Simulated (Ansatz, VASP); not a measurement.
## AlN: VASP beside Ansatz

```
Al N
1.0
     0.00000    1.96472    1.96472
     1.96472    0.00000    1.96472
     1.96472    1.96472    0.00000
Al N
1 1
Direct
  0.00000 0.00000 0.00000
  0.50000 0.50000 0.50000
```

Change from the starting cell: volume scaled by 0.98, ions relaxed.

Alike in both runs: functional PBE; k mesh 13 × 13 × 13; occupations fermi-dirac, width 0.02 eV; no spin polarisation.

Ansatz relaxed the structure, and its values are those at the end. VASP's run is a single point on that final structure, the one shown.

```csv
,VASP,Ansatz
version,VASP 6.6.1,Ansatz 0.2.0
potentials or method,"VASP PAW PBE potentials, release 64 (Al, N)","plane-wave PAW, scalar-relativistic"
plane-wave cutoff (eV),600,420
valence electrons in the cell,8,8
```

VASP gave:

* gap on the k mesh at the Fermi level (eV): 5.20
* pressure (GPa): 32.4

Problem. What did Ansatz give for the same quantities?

Solution. gap on the k mesh at the Fermi level (eV): 5.19; pressure (GPa): 32.9.

Both programs put the cell under a high pressure, so it lies far from rest at this level. Ansatz's warnings: stress scf threshold loose.
